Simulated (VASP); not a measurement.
# Ta (Immm) in VASP: a series of runs

The runs below take Ta through single point, with PBEsol.

Program: VASP 6.6.1. These are calculated values, not measurements. Logs are shortened: lines on timing, memory, paths and dates and some standing lists are left out, and cuts for length are marked.

## 1. The cell of the first run

The structure is orthorhombic, space group Immm (No. 71). Conventional cell: a = 2.788 Å, b = 3.280 Å, c = 3.521 Å, α = 90.00°, β = 90.00°, γ = 90.00°. Within 3.7 Å of Ta (site symmetry mmm) lie 14 Ta at 2.78 to 3.52 Å.

## 2. Single point, PBEsol (normal strain along x +0.0733, normal strain along z -0.1500)

The input, INCAR:

```
PREC     = Accurate       # precision mode
ENCUT    = 520            # plane-wave cutoff, eV
EDIFF    = 1E-6           # SCF threshold, eV
ISMEAR   = 0              # smearing method
SIGMA    = 0.15           # smearing width, eV
LREAL    = F              # projectors in reciprocal space
LASPH    = T              # aspherical terms in the spheres
NELM     = 60             # most SCF steps
ALGO     = Fast           # electronic algorithm
ISIF     = 2              # what is computed and relaxed
LWAVE    = F              # write WAVECAR
LCHARG   = F              # write CHGCAR
GGA      = PS             # functional
NBANDS   = 12             # bands
```

The input, KPOINTS:

```
Automatic mesh
0
Gamma
  20 20 20
```

The input, POSCAR:

```
Ta
1.0
   -1.7604573939      1.6402286350      1.3941943397
    1.7604573939     -1.6402286350      1.3941943397
    1.7604573939      1.6402286350     -1.3941943397
Ta
1
Direct
    0.0000000000      0.0000000000      0.0000000000
```

Potentials or basis: VASP PAW PBE potentials, release 64 (Ta_pv).

Command:

```console
cat potpaw_PBE.64/Ta_pv/POTCAR > POTCAR
mpirun -np 1 vasp_std > vasp.out
```

OUTCAR:

```text
PREC = Accurate
   ENCUT = 520
   EDIFF = 1E-6
   ISMEAR = 0
   LREAL = F
   LASPH = T
   NELM = 60
   ISIF = 2
   GGA = PS

 ion  position               nearest neighbor table
   1  0.000  0.000  0.000-

  LATTYP: Found a body centered orthorhombic cell.
 ALAT       =     2.7883886794
 B/A-ratio  =     1.1764705883
 C/A-ratio  =     1.2627058824

  Lattice vectors:

 A1 = (  -1.7604573939,   1.6402286350,  -1.3941943397)
 A2 = (  -1.7604573939,  -1.6402286350,   1.3941943397)
 A3 = (   1.7604573939,   1.6402286350,   1.3941943397)

Analysis of symmetry for initial positions (statically):
=====================================================================
 Subroutine PRICEL returns:
 Original cell was already a primitive cell.

 Routine SETGRP: Setting up the symmetry group for a
 body centered orthorhombic supercell.

 Subroutine GETGRP returns: Found  8 space group operations
 (whereof  8 operations were pure point group operations)
 out of a pool of  8 trial point group operations.

The static configuration has the point symmetry D_2h.

Analysis of symmetry for dynamics (positions and initial velocities):
=====================================================================
 Subroutine PRICEL returns:
 Original cell was already a primitive cell.

 Routine SETGRP: Setting up the symmetry group for a
 body centered orthorhombic supercell.

 Subroutine GETGRP returns: Found  8 space group operations
 (whereof  8 operations were pure point group operations)
 out of a pool of  8 trial point group operations.

The dynamic configuration has the point symmetry D_2h.

 Subroutine INISYM returns: Found  8 space group operations
 (whereof  8 operations are pure point group operations),
 and found     1 'primitive' translations

----------------------------------------------------------------------------------------

                                     Primitive cell

  volume of cell :      16.1032

  direct lattice vectors                    reciprocal lattice vectors
    -1.760457394  1.640228635  1.394194340     0.000000000  0.304835551  0.358630060
     1.760457394 -1.640228635  1.394194340     0.284017098  0.000000000  0.358630060
     1.760457394  1.640228635 -1.394194340     0.284017098  0.304835551  0.000000000

  length of vectors
     2.780888000  2.780888000  2.780888000     0.470680607  0.457472657  0.416641843

  position of ions in fractional coordinates (direct lattice)
[... 85 lines left out ...]
   POTIM  = 0.5000    time-step for ionic-motion
   TEBEG  =    0.0;   TEEND  =   0.0 temperature during run
   PSTRESS=    0.0 pullay stress
   NELECT =      11.0000    total number of electrons
   NUPDOWN=      -1.0000    fix difference up-down
   EMIN   =  10.00;   EMAX   =-10.00  energy-range for DOS
   EFERMI =   0.00;   METHOD = LEGACY
   ISMEAR =     0;   SIGMA  =   0.15  broadening in eV -4-tet -1-fermi 0-gaus
   EFERMI_NEDOS =   21; number of points for ismear=-14 and -15
   IALGO  =     68    algorithm
   IMIX   =      4    mixing-type and parameters
     AMIX     =   0.40;   BMIX     =  1.00
     AMIX_MAG =   1.60;   BMIX_MAG =  1.00
  volume/ion in A,a.u.               =      16.10       108.67
  Fermi-wavevector in a.u.,A,eV,Ry     =   1.441788  2.724584 28.283136  2.078752
  Thomas-Fermi vector in A             =   2.560381
   LORBIT       =      0    0 simple, 1 ext, 2 COOP (PROOUT), +10 PAW based schemes
   GGA     = PS    functional components
   LHFCALC =     F    Hartree Fock is set to
   AEXX    =    0.0000 exact exchange contribution
   IVDW    =     0    specifies the selected vdW correction
   LEPSILON=     F    determine dielectric tensor
   LRPA    =     F    only Hartree local field effects (RPA)
 non-spin polarized calculation
 RMM-DIIS sequential band-by-band and
 Gauss-broadening in eV      SIGMA  =   0.15
  energy-cutoff  :      520.00
  volume of cell :       16.10
 maximum number of plane-waves:       446
 NGX is ok and might be reduce to    24
   NGX = 11   NGY = 11   NGZ = 11

 number of electron      10.9999999 magnetization

 Free energy of the ion-electron system (eV)
  ---------------------------------------------------
  ext. energy  EPLUGINS =         0.00000000
  ---------------------------------------------------
  free energy    TOTEN  =       -12.26738777 eV

  energy without entropy =      -12.25602672  energy(sigma->0) =      -12.26170724

 E-fermi :   6.5639     XC(G=0): -13.3039

 val. band max:        6.5637751649   @ k =   0.5000  -0.2000   0.1000
 cond. band min:       6.5638631035   @ k =  -0.3000  -0.3000   0.1500
 fundamental gap:      0.0000879386
 Fermi energy:         6.5638569469

 k-point     1 :       0.0000    0.0000    0.0000
  band No.  band energies     occupation
      1     -26.3805      2.00000
      2     -26.3561      2.00000
      3     -26.1777      2.00000
      4      -2.0640      2.00000
      5       5.3319      2.00000
      6       8.0964      0.00000
      7       8.1277      0.00000
      8       8.8814      0.00000
      9      12.2779      0.00000
     10      20.4373      0.00000
     11      21.2943      0.00000
     12      21.5808      0.00000
[... 331 lines left out ...]
 k-point    24 :      -0.4000    0.0500   -0.0000
  band No.  band energies     occupation
      1     -27.7544      2.00000
      2     -26.8605      2.00000
      3     -26.5406      2.00000
      4       1.6116      2.00000
      5       3.6573      2.00000
      6       7.5686      0.00000
      7      11.2544      0.00000
      8      12.1807      0.00000
      9      13.0531      0.00000
     10      19.7024      0.00000
     11      21.2937      0.00000
     12      24.4518      0.00000

 [... further k-points ...]

------------------------ aborting loop because EDIFF is reached ----------------------------------------

  FORCE on cell =-STRESS in cart. coord.  units (eV):
  Direction    XX          YY          ZZ          XY          YZ          ZX
  --------------------------------------------------------------------------------------
  -------------------------------------------------------------------------------------
  Total        1.5382719      2.3786139      4.5437839      0.0000000     -0.0000000      0.0000000
  in kB      153.0489938    236.6580747    452.0797276      0.0000000     -0.0000000      0.0000000
  external PRESSURE =     280.5955987 kB  Pullay stress =       0.0000000 kB

 VOLUME and BASIS-vectors are now :
 -----------------------------------------------------------------------------
  energy-cutoff  :      520.00
  volume of cell :       16.10
      direct lattice vectors                 reciprocal lattice vectors
    -1.760457394  1.640228635  1.394194340     0.000000000  0.304835551  0.358630060
     1.760457394 -1.640228635  1.394194340     0.284017098  0.000000000  0.358630060
     1.760457394  1.640228635 -1.394194340     0.284017098  0.304835551  0.000000000

 POSITION                                       TOTAL-FORCE (eV/Angst)
 -----------------------------------------------------------------------------------
      0.00000      0.00000      0.00000         0.000000      0.000000      0.000000
 -----------------------------------------------------------------------------------
    total drift:                                0.000000      0.000000      0.000000

  FREE ENERGIE OF THE ION-ELECTRON SYSTEM (eV)
  ---------------------------------------------------
  free  energy   TOTEN  =       -12.2673877703 eV

  energy  without entropy=      -12.2560267157  energy(sigma->0) =      -12.26170724
```

stdout:

```text
POSCAR found type information on POSCAR Ta
 POSCAR found :  1 types and       1 ions
 scaLAPACK will be used
 -----------------------------------------------------------------------------
|                                                                             |
|                                                                             |
|     You enforced a specific xc type in the INCAR file but a different       |
|     I HOPE YOU KNOW WHAT YOU ARE DOING!                                     |
|                                                                             |
 -----------------------------------------------------------------------------

 LDA part: xc-table for (Slater+PW92), standard interpolation
 POSCAR, INCAR and KPOINTS ok, starting setup
 FFT: planning ... GRIDC
 FFT: planning ... GRID_SOFT
 FFT: planning ... GRID
 WAVECAR not read
 entering main loop
WARNING in EDDRMM: call to ZHEGV failed, returncode =   8  4     11
WARNING in EDDRMM: call to ZHEGV failed, returncode =   8  4     12
WARNING in EDDRMM: call to ZHEGV failed, returncode =   6  3     12
WARNING in EDDRMM: call to ZHEGV failed, returncode =   6  3     12
WARNING in EDDRMM: call to ZHEGV failed, returncode =   8  4     11
WARNING in EDDRMM: call to ZHEGV failed, returncode =   8  4     11
WARNING in EDDRMM: call to ZHEGV failed, returncode =   8  4     11
```

It took 2.5 min on 1 thread of AMD EPYC 9R45 (Zen 5), shared host; peak memory 0.29 GiB.

Results:

```yaml
Free_energy: -12.2674 eV
Pressure: 28.1 GPa
Band_gap_on_the_k_mesh: zero (an odd number of electrons rules out a gap without spin polarisation)
```

Caveat: the cell differs from its parent crystal (normal strain along x +0.0733, normal strain along z -0.1500); the cell stands under pressure; the PAW data sets were made with another functional, which shifts forces and pressure a little; spin-orbit coupling is left out, which moves the levels of the heavy elements.

## 3. Single point, PBEsol (normal strain along x +0.1100, normal strain along z -0.1500)

The input, INCAR:

```
  PREC = Accurate
  ENCUT = 520
  EDIFF = 1E-6
  ISMEAR = 0
  SIGMA = 0.15
  LREAL = False
  LASPH = True
  NELM = 60
  ALGO = Fast
  ISIF = 2
  LWAVE = False
  LCHARG = False
  GGA = PS
  NBANDS = 12
```

KPOINTS is that of step 2.

The input, POSCAR:

```
Ta
1.0
   -1.8206537848      1.6402286350      1.3941943397
    1.8206537848     -1.6402286350      1.3941943397
    1.8206537848      1.6402286350     -1.3941943397
Ta
1
Direct
    0.0000000000      0.0000000000      0.0000000000
```

Potentials or basis: VASP PAW PBE potentials, release 64 (Ta_pv).

Command:

```console
cat potpaw_PBE.64/Ta_pv/POTCAR > POTCAR
mpirun -np 1 vasp_std > vasp.out
```

Run time: 2.5 min. Hardware: 1 thread of AMD EPYC 9R45 (Zen 5), shared host; peak memory 0.3 GiB.

Results (log left out):

```
Free energy            : -12.3043 eV
Pressure               : 19.4 GPa
Band gap on the k mesh : zero (an odd number of electrons rules out a gap without spin polarisation)
```

Stress tensor (GPa, compression positive):
```
 6.36  0.00  0.00
 0.00 15.81  0.00
 0.00  0.00 35.89
```

Levels at points of the mesh, in eV from the Fermi level:
```
           k point  band 2  band 3  band 4  band 5  band 6  band 7  band 8  band 9
(0.00, 0.00, 0.00)  -33.07  -32.88   -8.52   -1.22    1.22    1.57    2.59    5.47
(0.50, 0.00, 0.00)  -33.59  -33.31   -5.03   -3.41    2.90    4.64    7.61    8.00
(0.00, 0.50, 0.00)  -33.48  -33.23   -5.00   -2.24    2.19    2.44    7.33    7.35
(0.50, 0.50, 0.00)  -33.16  -33.02   -5.13    0.50    0.68    0.85    4.13    7.82
(0.50, 0.50, 0.50)  -34.08  -33.48   -4.93   -4.28    6.09    6.95    7.34    7.87
```

Caveat: the cell differs from its parent crystal (normal strain along x +0.1100, normal strain along z -0.1500); the cell stands under pressure; the PAW data sets were made with another functional, which shifts forces and pressure a little; spin-orbit coupling is left out, which moves the levels of the heavy elements.

## 4. Single point, PBEsol (normal strain along x +0.0733, normal strain along z -0.1000)

The input, INCAR:

```
SYSTEM = Ta
PREC = Accurate ; ENCUT = 520
EDIFF = 1E-6 ; ISMEAR = 0
SIGMA = 0.15 ; LREAL = .FALSE.
LASPH = .TRUE. ; NELM = 80
ALGO = Fast ; ISIF = 2
LWAVE = .FALSE. ; LCHARG = .FALSE.
GGA = PS ; NBANDS = 12
```

The input, KPOINTS:

```
Automatic mesh
0
G
  20 20 20
  0 0 0
```

The input, POSCAR:

```
Ta
1.0
   -1.7604573939      1.6402286350      1.4762057715
    1.7604573939     -1.6402286350      1.4762057715
    1.7604573939      1.6402286350     -1.4762057715
Ta
1
Direct
    0.0000000000      0.0000000000      0.0000000000
```

Potentials or basis: VASP PAW PBE potentials, release 64 (Ta_pv).

Command:

```console
cat potpaw_PBE.64/Ta_pv/POTCAR > POTCAR
mpirun -np 1 vasp_std > vasp.out
```

OUTCAR:

```text
SYSTEM = Ta
   PREC = Accurate
   ENCUT = 520
   EDIFF = 1E-6
   ISMEAR = 0
   LREAL = .FALSE.
   LASPH = .TRUE.
   NELM = 80
   ISIF = 2
   GGA = PS

 ion  position               nearest neighbor table
   1  0.000  0.000  0.000-

  LATTYP: Found a body centered orthorhombic cell.
 ALAT       =     2.9524115430
 B/A-ratio  =     1.1111111111
 C/A-ratio  =     1.1925555555

  Lattice vectors:

 A1 = (  -1.7604573939,   1.6402286350,  -1.4762057715)
 A2 = (  -1.7604573939,  -1.6402286350,   1.4762057715)
[... 541 lines left out ...]
     12      22.0967      0.00000

 [... further k-points ...]

------------------------ aborting loop because EDIFF is reached ----------------------------------------

  FORCE on cell =-STRESS in cart. coord.  units (eV):
  Direction    XX          YY          ZZ          XY          YZ          ZX
  --------------------------------------------------------------------------------------
  -------------------------------------------------------------------------------------
  Total        0.1958315      1.0927358      2.0399735      0.0000000      0.0000000      0.0000000
  in kB       18.4016347    102.6807351    191.6894977      0.0000000      0.0000000      0.0000000
  external PRESSURE =     104.2572891 kB  Pullay stress =       0.0000000 kB

 VOLUME and BASIS-vectors are now :
 -----------------------------------------------------------------------------
  energy-cutoff  :      520.00
  volume of cell :       17.05
      direct lattice vectors                 reciprocal lattice vectors
    -1.760457394  1.640228635  1.476205772     0.000000000  0.304835551  0.338706168
     1.760457394 -1.640228635  1.476205772     0.284017098  0.000000000  0.338706168
     1.760457394  1.640228635 -1.476205772     0.284017098  0.304835551  0.000000000

 POSITION                                       TOTAL-FORCE (eV/Angst)
 -----------------------------------------------------------------------------------
      0.00000      0.00000      0.00000        -0.000000      0.000000     -0.000000
 -----------------------------------------------------------------------------------
    total drift:                               -0.000000      0.000000      0.000000

  FREE ENERGIE OF THE ION-ELECTRON SYSTEM (eV)
  ---------------------------------------------------
  free  energy   TOTEN  =       -12.4534183372 eV

  energy  without entropy=      -12.4403070895  energy(sigma->0) =      -12.44686271
```

OSZICAR:

```text
N       E                     dE             d eps       ncg     rms          rms(c)
DAV:   1     0.605430403523E+02    0.60543E+02   -0.60958E+03 28024   0.883E+02
DAV:   2    -0.119233477556E+02   -0.72466E+02   -0.70619E+02 31204   0.247E+02
DAV:   3    -0.129127734404E+02   -0.98943E+00   -0.98187E+00 33512   0.273E+01
DAV:   4    -0.129151563774E+02   -0.23829E-02   -0.23827E-02 30844   0.149E+00
DAV:   5    -0.129151634242E+02   -0.70469E-05   -0.70467E-05 33048   0.766E-02    0.152E+01
RMM:   6    -0.125671657640E+02    0.34800E+00   -0.22912E-01 30118   0.394E+00    0.756E+00
RMM:   7    -0.124543403327E+02    0.11283E+00   -0.25064E-01 31964   0.401E+00    0.322E-01
RMM:   8    -0.124533601047E+02    0.98023E-03   -0.96259E-03 34509   0.956E-01    0.276E-01
RMM:   9    -0.124534437313E+02   -0.83627E-04   -0.10679E-03 35436   0.317E-01    0.551E-02
RMM:  10    -0.124534192215E+02    0.24510E-04   -0.14198E-04 35698   0.119E-01    0.755E-03
RMM:  11    -0.124534180821E+02    0.11394E-05   -0.23132E-05 35595   0.455E-02    0.410E-03
RMM:  12    -0.124534183372E+02   -0.25508E-06   -0.32339E-06 30477   0.151E-02
   1 F= -.12453418E+02 E0= -.12446863E+02  d E =-.131112E-01
```

stdout:

```text
POSCAR found type information on POSCAR Ta
 POSCAR found :  1 types and       1 ions
 scaLAPACK will be used
 -----------------------------------------------------------------------------
|                                                                             |
|                                                                             |
|     You enforced a specific xc type in the INCAR file but a different       |
|     I HOPE YOU KNOW WHAT YOU ARE DOING!                                     |
|                                                                             |
 -----------------------------------------------------------------------------

 LDA part: xc-table for (Slater+PW92), standard interpolation
 POSCAR, INCAR and KPOINTS ok, starting setup
 FFT: planning ... GRIDC
 FFT: planning ... GRID_SOFT
 FFT: planning ... GRID
 WAVECAR not read
 entering main loop
WARNING in EDDRMM: call to ZHEGV failed, returncode =   6  3     11
WARNING in EDDRMM: call to ZHEGV failed, returncode =   8  4     11
WARNING in EDDRMM: call to ZHEGV failed, returncode =   6  3     12
WARNING in EDDRMM: call to ZHEGV failed, returncode =   8  4     11
WARNING in EDDRMM: call to ZHEGV failed, returncode =   6  3     11
WARNING in EDDRMM: call to ZHEGV failed, returncode =   6  3     12
```

Wall time 2.5 min (1 thread of AMD EPYC 9R45 (Zen 5), shared host); peak memory 0.31 GiB.

Results:

* Free energy: -12.4534 eV
* Pressure: 10.4 GPa
* Band gap on the k mesh: zero (an odd number of electrons rules out a gap without spin polarisation)

Caveat: the cell differs from its parent crystal (normal strain along x +0.0733, normal strain along z -0.1000); the cell stands under pressure; the PAW data sets were made with another functional, which shifts forces and pressure a little; spin-orbit coupling is left out, which moves the levels of the heavy elements.

## 5. Summary

```tsv
cell	gap on the mesh (eV)	pressure (GPa)
a = 2.781 Å, angles 101.4, 107.7, 119.8°, 1 atom	none	28.1
a = 2.819 Å, angles 99.6, 108.8, 120.7°, 1 atom	none	19.4
a = 2.823 Å, angles 102.8, 109.0, 116.9°, 1 atom	none	10.4
```

Alike in all rows: task single point; level PBEsol; potentials or basis VASP PAW PBE potentials, release 64 (Ta_pv); no spin polarisation; k mesh 20 × 20 × 20; cutoff (eV) 520; smearing gaussian 0.15 eV.

Caveats: the cell stands under pressure; the PAW data sets were made with another functional, which shifts forces and pressure a little; spin-orbit coupling is left out, which moves the levels of the heavy elements.

Absolute energies hang on the potentials; compare differences alone.
